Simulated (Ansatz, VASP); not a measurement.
## SnO2: VASP beside Ansatz

```xyz
3
Lattice="1.6171 0.9336 4.8006 -1.6171 0.9336 4.8006 0.0000 -1.8673 4.8006" Properties=species:S:1:pos:R:3 pbc="T T T"
Sn    0.0000    0.0000    7.2009
O     0.0000    0.0000    3.4157
O     0.0000    0.0000   10.9861
```

Alike in both runs: task single point; functional r2SCAN; k mesh 12 × 12 × 12; occupations gaussian, width 0.05 eV; no spin polarisation.

|  | VASP | Ansatz |
| --- | --- | --- |
| version | VASP 6.6.1 | Ansatz 0.2.0 |
| potentials or method | VASP PAW PBE potentials, release 64 (Sn_d, O), cutoff 520 eV | scalar-relativistic, plane waves, PAW |
| valence electrons in the cell | 26 | 26 |

Ansatz gave:

| Property | Result |
| --- | --- |
| gap on the k mesh at the Fermi level (eV) | 2.44 |
| least direct gap on the mesh (eV) | 2.55 |
| pressure (GPa) | -7.2 |
| traceless stress, the component that is largest in VASP (GPa) | 1.07 |
| rms of the force components (eV/Å) | 0.298 |

Problem. What did VASP give for the same quantities?

Solution. gap on the k mesh at the Fermi level (eV): 2.43; least direct gap on the mesh (eV): 2.54; pressure (GPa): -6.3; traceless stress, the component that is largest in VASP (GPa): 0.51; rms of the force components (eV/Å): 0.261.

VASP's potentials were made for PBE, not for r2SCAN. Atom by atom the forces differ by 0.037 eV/Å (rms over components). With one functional, cell and mesh, what is left measures potentials, basis and numerics.
